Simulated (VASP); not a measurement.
Here is a VASP 6.6.1 calculation.

INCAR

```
  ALGO = Normal
  EDIFF = 1E-7
  ENCUT = 520
  GGA = PE
  ISIF = 2
  ISMEAR = 0
  LASPH = T
  LCHARG = F
  LREAL = F
  LWAVE = F
  NBANDS = 33
  NELM = 80
  PREC = Accurate
  SIGMA = 0.1
```

KPOINTS

```
k-points
0
Gamma
  3 3 4
```

POSCAR

```
Sc3SbP2
1.0
    6.3584429400      0.0000000000      0.0000000000
   -3.1792214700      5.5065731100      0.0000000000
    0.0000000000      0.0000000000      3.9787194100
Sc Sb P
3 1 2
Direct
    0.5000000000      0.0000000000      0.0000000000
    0.0000000000      0.5000000000      0.0000000000
    0.5000000000      0.5000000000      0.0000000000
    0.0000000000      0.0000000000      0.0000000000
    0.3333333300      0.6666666700      0.0000000000
    0.6666666700      0.3333333300      0.0000000000
```

Potentials or basis: VASP PAW PBE potentials, release 64 (Sc_sv, Sb, P).

The run is started by

```console
$ cat potpaw_PBE.64/Sc_sv/POTCAR potpaw_PBE.64/Sb/POTCAR potpaw_PBE.64/P/POTCAR > POTCAR
$ mpirun -np 1 vasp_std > vasp.out
```

Problem. Predict the pressure.

Solution. 57.3 GPa.

Problem. Predict the band gap on the k mesh.

Solution. Zero (bands 24 and 25 overlap by 0.20 eV).

Stress tensor (GPa, compression positive):
```
86.83  0.00  0.00
 0.00 86.83  0.00
 0.00  0.00 -1.61
```

Caveat: the k points lie up to 0.39 Å⁻¹ apart; spin-orbit coupling is left out, which moves the levels of the heavy elements.
